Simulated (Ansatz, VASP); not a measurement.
# Two plane-wave programs on BAs

The input INCAR:

```
PREC = Accurate
ENCUT = 520
EDIFF = 1E-6
ISMEAR = 0
SIGMA = 0.05
LREAL = F
LASPH = T
NELM = 100
ALGO = Normal
ISIF = 2
LWAVE = F
LCHARG = T
GGA = PE
LELF = T
LVHAR = T
NBANDS = 11
```

The input KPOINTS:

```
regular mesh
0
Gamma
  12 12 12
```

File POSCAR:

```
BAs
1.0
    0.0000000000      2.3712679686      2.3712679686
    2.3712679686      0.0000000000      2.3712679686
    2.3712679686      2.3712679686      0.0000000000
B As
1 1
Direct
    0.0000000000      0.0000000000      0.0000000000
    0.7500000000      0.7500000000      0.7500000000
```

Input for Ansatz:

```yaml
crystal:
  lattice:
    - [0.0, 2.3712679686, 2.3712679686]
    - [2.3712679686, 0.0, 2.3712679686]
    - [2.3712679686, 2.3712679686, 0.0]
  atoms:
    - { symbol: B, position: [0.0, 0.0, 0.0] }
    - { symbol: As, position: [0.75, 0.75, 0.75] }
basis:
  ecutwfc: 420
  ecutrho_ratio: 4
kpoints:
  mp_grid: { grid: [12, 12, 12] }
hamiltonian:
  xc: pbe
scf:
  occupations: { method: gaussian, width: 0.05 }
output:
  forces: true
  stress: true
  eigenvalues: true
```

Alike in both runs: task single point; functional PBE; k mesh 12 × 12 × 12; occupations gaussian, width 0.05 eV; no spin polarisation.

|  | VASP | Ansatz |
| --- | --- | --- |
| version | VASP 6.6.1 | Ansatz 0.2.0 |
| potentials or method | VASP PAW PBE potentials, release 64 (B, As), cutoff 520 eV | scalar-relativistic, plane waves, PAW |
| valence electrons in the cell | 8 | 18 |

```csv
,VASP,Ansatz,Ansatz less VASP
gap on the k mesh at the Fermi level (eV),1.16,1.17,+0.009
least direct gap on the mesh (eV),3.30,3.31,+0.004
pressure (GPa),6.7,6.0,-0.73
```

VASP's potentials hold 8 valence electrons a cell and Ansatz's 18, so a difference there can come from the potentials and not from the codes.
